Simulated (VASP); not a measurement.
A run of VASP 6.6.1:

File INCAR:

```
ALGO = Normal
EDIFF = 1E-6
ENCUT = 520
GGA = PS
ISIF = 2
ISMEAR = 0
LASPH = T
LCHARG = F
LREAL = F
LWAVE = F
NBANDS = 10
NELM = 60
PREC = Accurate
SIGMA = 0.15
```

File KPOINTS:

```
k-points
0
Gamma
  18 18 10
```

File POSCAR:

```
Al
1.0
    2.6901000000      0.0000000000      0.0000000000
   -1.3450500000      2.3296949387      0.0000000000
    0.0000000000      0.0000000000      4.7867000000
Al
2
Direct
    0.6666666667      0.3333333333      0.7500000000
    0.3333333333      0.6666666667      0.2500000000
```

Potentials or basis: VASP PAW PBE potentials, release 64 (Al).

The run is started by

```console
$ cat potpaw_PBE.64/Al/POTCAR > POTCAR
$ mpirun -np 1 vasp_std > vasp.out
```

Hardware: 1 thread of Intel(R) Xeon(R) Platinum 8559C (Emerald Rapids) (shared host).

Q: Estimate the wall time of this run.

A: Run time: 24 s on 1 thread of Intel(R) Xeon(R) Platinum 8559C (Emerald Rapids) (shared host), peak memory 0.17 GiB. Counts: scf iterations 10, k points 222.
